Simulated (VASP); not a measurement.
# Cs (Im-3m) in VASP: notebook

Cs is run at these levels: LDA; tasks: single point.

Everything below comes from runs of VASP 6.6.1. Logs are shortened: lines on timing, memory, paths and dates and some standing lists are left out, and cuts for length are marked.

### Step 1. The cell of the first run

The structure is cubic, space group Im-3m (No. 229). The conventional cell has a = 5.768 Å, b = 5.768 Å, c = 5.768 Å, α = 90.00°, β = 90.00°, γ = 90.00°.

### Step 2. Single point, LDA

Input file INCAR:

```
PREC = Accurate
ENCUT = 520
EDIFF = 1E-6
ISMEAR = -1
SIGMA = 0.1
LREAL = F
LASPH = T
NELM = 60
ALGO = Normal
ISIF = 2
LWAVE = F
LCHARG = F
NBANDS = 10
```

Input file KPOINTS:

```
Automatic mesh
0
Gamma
  11 11 11
```

Input file POSCAR:

```
Cs
1.0
   -2.8840810378      2.8840810378      2.8840810378
    2.8840810378     -2.8840810378      2.8840810378
    2.8840810378      2.8840810378     -2.8840810378
Cs
1
Direct
    0.0000000000      0.0000000000      0.0000000000
```

Potentials or basis: VASP PAW LDA potentials, release 64 (Cs_sv).

Command:

```sh
cat potpaw_LDA.64/Cs_sv/POTCAR > POTCAR
mpirun -np 1 vasp_std > vasp.out
```

OUTCAR:

```text
PREC = Accurate
   ENCUT = 520
   EDIFF = 1E-6
   ISMEAR = -1
   LREAL = F
   LASPH = T
   NELM = 60
   ISIF = 2

 ion  position               nearest neighbor table
   1  0.000  0.000  0.000-

  LATTYP: Found a body centered cubic cell.
 ALAT       =     5.7681620756

  Lattice vectors:

 A1 = (  -2.8840810378,   2.8840810378,   2.8840810378)
 A2 = (   2.8840810378,  -2.8840810378,   2.8840810378)
 A3 = (   2.8840810378,   2.8840810378,  -2.8840810378)

Analysis of symmetry for initial positions (statically):
=====================================================================
 Subroutine PRICEL returns:
 Original cell was already a primitive cell.

 Routine SETGRP: Setting up the symmetry group for a
 body centered cubic supercell.

 Subroutine GETGRP returns: Found 48 space group operations
 (whereof 48 operations were pure point group operations)
 out of a pool of 48 trial point group operations.

The static configuration has the point symmetry O_h .

Analysis of symmetry for dynamics (positions and initial velocities):
=====================================================================
 Subroutine PRICEL returns:
 Original cell was already a primitive cell.

 Routine SETGRP: Setting up the symmetry group for a
 body centered cubic supercell.

 Subroutine GETGRP returns: Found 48 space group operations
 (whereof 48 operations were pure point group operations)
 out of a pool of 48 trial point group operations.

The dynamic configuration has the point symmetry O_h .

 Subroutine INISYM returns: Found 48 space group operations
 (whereof 48 operations are pure point group operations),
 and found     1 'primitive' translations

----------------------------------------------------------------------------------------

                                     Primitive cell

  volume of cell :      95.9583

  direct lattice vectors                    reciprocal lattice vectors
    -2.884081038  2.884081038  2.884081038     0.000000000  0.173365448  0.173365448
     2.884081038 -2.884081038  2.884081038     0.173365448  0.000000000  0.173365448
     2.884081038  2.884081038 -2.884081038     0.173365448  0.173365448  0.000000000

  length of vectors
     4.995374891  4.995374891  4.995374891     0.245175767  0.245175767  0.245175767

  position of ions in fractional coordinates (direct lattice)
     0.000000000  0.000000000  0.000000000

  ion indices of the primitive-cell ions
   primitive index   ion index
                 1           1

----------------------------------------------------------------------------------------

 KPOINTS: Automatic mesh

Automatic generation of k-mesh.
 Grid dimensions read from file:
 generate k-points for:   11   11   11

 Generating k-lattice:

  Cartesian coordinates                     Fractional coordinates (reciprocal lattice)
     0.000000000  0.015760495  0.015760495     0.090909091  0.000000000  0.000000000
     0.015760495  0.000000000  0.015760495     0.000000000  0.090909091  0.000000000
     0.015760495  0.015760495  0.000000000     0.000000000  0.000000000  0.090909091

  Length of vectors
     0.022288706  0.022288706  0.022288706

  Shift w.r.t. Gamma in fractional coordinates (k-lattice)
     0.000000000  0.000000000  0.000000000

 Subroutine IBZKPT returns following result:
 ===========================================

 Found     56 irreducible k-points:

 Following reciprocal coordinates:
            Coordinates               Weight
  0.000000  0.000000  0.000000      1.000000
  0.090909  0.000000  0.000000     12.000000
  0.181818  0.000000  0.000000     12.000000
  0.272727  0.000000  0.000000     12.000000
  0.363636  0.000000  0.000000     12.000000
  0.454545  0.000000  0.000000     12.000000
[... 16 lines left out ...]
  0.272727  0.181818  0.090909     48.000000
  0.363636  0.181818  0.090909     24.000000
 [... further k-points ...]
   k-points           NKPTS =     56   k-points in BZ     NKDIM =     56   number of bands    NBANDS=     10
   number of dos      NEDOS =    301   number of ions     NIONS =      1
   total plane-waves  NPLWV =  64000
   dimension x,y,z NGX =    40 NGY =   40 NGZ =   40
   dimension x,y,z NGXF=    80 NGYF=   80 NGZF=   80
   ions per type =               1
   NGX,Y,Z   is equivalent  to a cutoff of  13.31, 13.31, 13.31 a.u.
   NGXF,Y,Z  is equivalent  to a cutoff of  26.62, 26.62, 26.62 a.u.
 SYSTEM =  unknown system
   PREC   = accura    normal or accurate (medium, high low for compatibility)
   ISTART =      0    job   : 0-new  1-cont  2-samecut
   ICHARG =      2    charge: 1-file 2-atom 10-const
   ISPIN  =      1    spin polarized calculation?
   LNONCOLLINEAR =      F non collinear calculations
   LSORBIT =      F    spin-orbit coupling
   LASPH  =      T    aspherical Exc in radial PAW
   ENCUT  =  520.0 eV  38.22 Ry    6.18 a.u.   9.29  9.29  9.29*2*pi/ulx,y,z
   NELM   =     60;   NELMIN=  2; NELMDL= -5     # of ELM steps
   EDIFF  = 0.1E-05   stopping-criterion for ELM
   LREAL  =      F    real-space projection
   EDIFFG = 0.1E-04   stopping-criterion for IOM
   NSW    =      0    number of steps for IOM
   IBRION =     -1    ionic relax: 0-MD 1-quasi-New 2-CG
   NFREE  =      0    steps in history (QN), initial steepest desc. (CG)
   ISIF   =      2    stress and relaxation
   ISYM   =      2    0-nonsym 1-usesym 2-fastsym
   POTIM  = 0.5000    time-step for ionic-motion
   TEBEG  =    0.0;   TEEND  =   0.0 temperature during run
   PSTRESS=    0.0 pullay stress
   NELECT =       9.0000    total number of electrons
   NUPDOWN=      -1.0000    fix difference up-down
   EMIN   =  10.00;   EMAX   =-10.00  energy-range for DOS
   EFERMI =   0.00;   METHOD = LEGACY
   ISMEAR =    -1;   SIGMA  =   0.10  broadening in eV -4-tet -1-fermi 0-gaus
   EFERMI_NEDOS =   21; number of points for ismear=-14 and -15
   IALGO  =     38    algorithm
   IMIX   =      4    mixing-type and parameters
     AMIX     =   0.40;   BMIX     =  1.00
     AMIX_MAG =   1.60;   BMIX_MAG =  1.00
  volume/ion in A,a.u.               =      95.96       647.56
  Fermi-wavevector in a.u.,A,eV,Ry     =   0.743809  1.405596  7.527452  0.553252
  Thomas-Fermi vector in A             =   1.839012
   LORBIT       =      0    0 simple, 1 ext, 2 COOP (PROOUT), +10 PAW based schemes
   GGA     = CA    functional components
   LHFCALC =     F    Hartree Fock is set to
   AEXX    =    0.0000 exact exchange contribution
   IVDW    =     0    specifies the selected vdW correction
   LEPSILON=     F    determine dielectric tensor
   LRPA    =     F    only Hartree local field effects (RPA)
 non-spin polarized calculation
  energy-cutoff  :      520.00
  volume of cell :       95.96
 maximum number of plane-waves:      2602
 NGX is ok and might be reduce to    40
   NGX = 19   NGY = 19   NGZ = 19

 number of electron       8.9999998 magnetization

 Free energy of the ion-electron system (eV)
  ---------------------------------------------------
  ext. energy  EPLUGINS =         0.00000000
  ---------------------------------------------------
  free energy    TOTEN  =        -1.01448233 eV

  energy without entropy =       -0.97458051  energy(sigma->0) =       -0.99453142

 E-fermi :   0.7638     XC(G=0):  -6.0285

 val. band max:        0.7580469657   @ k =  -0.4545   0.4545   0.0909
 cond. band min:       0.7770496872   @ k =  -0.3636   0.4545   0.0909
 fundamental gap:      0.0190027215
 Fermi energy:         0.7637709568

 k-point     1 :       0.0000    0.0000    0.0000
  band No.  band energies     occupation
      1     -22.9543      2.00000
      2      -9.6492      2.00000
      3      -9.6492      2.00000
      4      -9.6492      2.00000
      5      -1.0974      2.00000
      6       3.2989      0.00000
      7       3.2989      0.00000
      8       3.2989      0.00000
      9       4.3427      0.00000
     10       4.3427      0.00000

 k-point     2 :       0.0909    0.0000    0.0000
  band No.  band energies     occupation
      1     -22.9530      2.00000
      2      -9.6709      2.00000
      3      -9.6559      2.00000
      4      -9.6493      2.00000
      5      -0.9857      2.00000
      6       3.1863      0.00000
      7       3.2119      0.00000
      8       3.4121      0.00000
      9       4.1649      0.00000
     10       4.3232      0.00000

 k-point     3 :       0.1818    0.0000    0.0000
  band No.  band energies     occupation
      1     -22.9496      2.00000
      2      -9.7279      2.00000
      3      -9.6738      2.00000
      4      -9.6496      2.00000
      5      -0.6686      2.00000
      6       2.8696      0.00000
      7       2.9323      0.00000
      8       3.7467      0.00000
      9       4.0765      0.00000
     10       4.3089      0.00000

 k-point     4 :       0.2727    0.0000    0.0000
  band No.  band energies     occupation
      1     -22.9452      2.00000
      2      -9.8002      2.00000
      3      -9.6970      2.00000
      4      -9.6500      2.00000
      5      -0.2032      1.99987
      6       2.4306      0.00000
      7       2.6660      0.00000
      8       4.1961      0.00000
      9       4.2880      0.00000
     10       4.3712      0.00000
[... 222 lines left out ...]
 k-point    22 :       0.1818    0.1818    0.0909
  band No.  band energies     occupation
      1     -22.9408      2.00000
      2      -9.8481      2.00000
      3      -9.7137      2.00000
      4      -9.6826      2.00000
      5       0.4770      1.89247
      6       2.0925      0.00000
      7       2.2177      0.00000
      8       4.4525      0.00000
      9       4.6975      0.00000
     10       4.9737      0.00000

 k-point    23 :       0.2727    0.1818    0.0909
  band No.  band energies     occupation
      1     -22.9385      2.00000
      2      -9.8599      2.00000
      3      -9.7477      2.00000
      4      -9.6887      2.00000
      5       0.9824      0.20195
      6       1.9093      0.00002
      7       2.0929      0.00000
      8       4.4565      0.00000
      9       4.7233      0.00000
     10       5.0148      0.00000

 k-point    24 :       0.3636    0.1818    0.0909
  band No.  band energies     occupation
      1     -22.9376      2.00000
      2      -9.8603      2.00000
      3      -9.7649      2.00000
      4      -9.6904      2.00000
      5       1.2329      0.01817
      6       1.8468      0.00004
      7       2.0403      0.00001
      8       4.2493      0.00000
      9       4.8855      0.00000
     10       4.9206      0.00000

 [... further k-points ...]

------------------------ aborting loop because EDIFF is reached ----------------------------------------

  FORCE on cell =-STRESS in cart. coord.  units (eV):
  Direction    XX          YY          ZZ          XY          YZ          ZX
  --------------------------------------------------------------------------------------
  -------------------------------------------------------------------------------------
  Total       -0.0106293     -0.0106293     -0.0106293      0.0000000     -0.0000000      0.0000000
  in kB       -0.1774740     -0.1774740     -0.1774740      0.0000000     -0.0000000      0.0000000
  external PRESSURE =      -0.1774740 kB  Pullay stress =       0.0000000 kB

 VOLUME and BASIS-vectors are now :
 -----------------------------------------------------------------------------
  energy-cutoff  :      520.00
  volume of cell :       95.96
      direct lattice vectors                 reciprocal lattice vectors
    -2.884081038  2.884081038  2.884081038     0.000000000  0.173365448  0.173365448
     2.884081038 -2.884081038  2.884081038     0.173365448  0.000000000  0.173365448
     2.884081038  2.884081038 -2.884081038     0.173365448  0.173365448  0.000000000

 POSITION                                       TOTAL-FORCE (eV/Angst)
 -----------------------------------------------------------------------------------
      0.00000      0.00000      0.00000         0.000000      0.000000      0.000000
 -----------------------------------------------------------------------------------
    total drift:                               -0.000000      0.000000     -0.000000

  FREE ENERGIE OF THE ION-ELECTRON SYSTEM (eV)
  ---------------------------------------------------
  free  energy   TOTEN  =        -1.0144823280 eV

  energy  without entropy=       -0.9745805104  energy(sigma->0) =       -0.99453142
```

Wall time 91 s (1 thread of Intel Xeon 8259CL, shared host); peak memory 0.22 GiB.

What came out:

| Quantity | Value |
| --- | --- |
| Free energy | -1.0145 eV |
| Pressure | 0.0 GPa |
| Band gap on the k mesh | zero (an odd number of electrons rules out a gap without spin polarisation) |

Levels at points of the mesh, in eV from the Fermi level:
| k point | band 2 | band 3 | band 4 | band 5 | band 6 | band 7 |
| --- | --- | --- | --- | --- | --- | --- |
| (0.00, 0.00, 0.00) | -10.41 | -10.41 | -10.41 | -1.86 | 2.54 | 2.54 |

Caveat: spin-orbit coupling is left out, which moves the levels of the heavy elements.

### Step 3. Single point, LDA

Input file INCAR:

```
SYSTEM = Cs
  PREC = Accurate
  ENCUT = 520
  EDIFF = 1E-6
  ISMEAR = -1
  SIGMA = 0.1
  LREAL = .FALSE.
  LASPH = .TRUE.
  NELM = 60
  ALGO = Normal
  ISIF = 2
  LWAVE = .FALSE.
  LCHARG = .FALSE.
  NBANDS = 10
```

Input file KPOINTS:

```
regular mesh
0
G
  13 13 13
  0 0 0
```

POSCAR is that of step 2.

Potentials or basis: VASP PAW LDA potentials, release 64 (Cs_sv).

Command:

```sh
cat potpaw_LDA.64/Cs_sv/POTCAR > POTCAR
mpirun -np 1 vasp_std > vasp.out
```

OUTCAR:

```text
SYSTEM = Cs
   PREC = Accurate
   ENCUT = 520
   EDIFF = 1E-6
   ISMEAR = -1
   LREAL = .FALSE.
   LASPH = .TRUE.
   NELM = 60
   ISIF = 2

 ion  position               nearest neighbor table
   1  0.000  0.000  0.000-

  LATTYP: Found a body centered cubic cell.
 ALAT       =     5.7681620756

  Lattice vectors:

 A1 = (  -2.8840810378,   2.8840810378,   2.8840810378)
 A2 = (   2.8840810378,  -2.8840810378,   2.8840810378)
 A3 = (   2.8840810378,   2.8840810378,  -2.8840810378)
[... 489 lines left out ...]
      9       4.5358      0.00000
     10       4.7226      0.00000

 [... further k-points ...]

------------------------ aborting loop because EDIFF is reached ----------------------------------------

  FORCE on cell =-STRESS in cart. coord.  units (eV):
  Direction    XX          YY          ZZ          XY          YZ          ZX
  --------------------------------------------------------------------------------------
  -------------------------------------------------------------------------------------
  Total       -0.0110417     -0.0110417     -0.0110417     -0.0000000      0.0000000     -0.0000000
  in kB       -0.1843586     -0.1843586     -0.1843586     -0.0000000      0.0000000     -0.0000000
  external PRESSURE =      -0.1843586 kB  Pullay stress =       0.0000000 kB

 VOLUME and BASIS-vectors are now :
 -----------------------------------------------------------------------------
  energy-cutoff  :      520.00
  volume of cell :       95.96
      direct lattice vectors                 reciprocal lattice vectors
    -2.884081038  2.884081038  2.884081038     0.000000000  0.173365448  0.173365448
     2.884081038 -2.884081038  2.884081038     0.173365448  0.000000000  0.173365448
     2.884081038  2.884081038 -2.884081038     0.173365448  0.173365448  0.000000000

 POSITION                                       TOTAL-FORCE (eV/Angst)
 -----------------------------------------------------------------------------------
      0.00000      0.00000      0.00000        -0.000000     -0.000000     -0.000000
 -----------------------------------------------------------------------------------
    total drift:                               -0.000000     -0.000000     -0.000000

  FREE ENERGIE OF THE ION-ELECTRON SYSTEM (eV)
  ---------------------------------------------------
  free  energy   TOTEN  =        -1.0143074132 eV

  energy  without entropy=       -0.9739604733  energy(sigma->0) =       -0.99413394
```

stdout:

```text
POSCAR found type information on POSCAR Cs
 POSCAR found :  1 types and       1 ions
 scaLAPACK will be used
 LDA part: xc-table for (Slater(with rela. corr.)+CA(PZ))
 , standard interpolation
 POSCAR, INCAR and KPOINTS ok, starting setup
 FFT: planning ... GRIDC
 FFT: planning ... GRID_SOFT
 FFT: planning ... GRID
 WAVECAR not read
 entering main loop
```

Run time: 2.3 min. Hardware: 1 thread of Intel Xeon 8259CL, shared host; peak memory 0.23 GiB.

Results:

- Free energy: -1.0143 eV
- Pressure: 0.0 GPa
- Band gap on the k mesh: zero (an odd number of electrons rules out a gap without spin polarisation)

Levels at points of the mesh, in eV from the Fermi level:
| k point | band 2 | band 3 | band 4 | band 5 | band 6 | band 7 | band 8 | band 9 |
| --- | --- | --- | --- | --- | --- | --- | --- | --- |
| (0.00, 0.00, 0.00) | -10.41 | -10.41 | -10.41 | -1.86 | 2.53 | 2.53 | 2.53 | 3.58 |

Caveat: spin-orbit coupling is left out, which moves the levels of the heavy elements.

The gap in the log of VASP goes by the Fermi energy; the results here count the filled bands.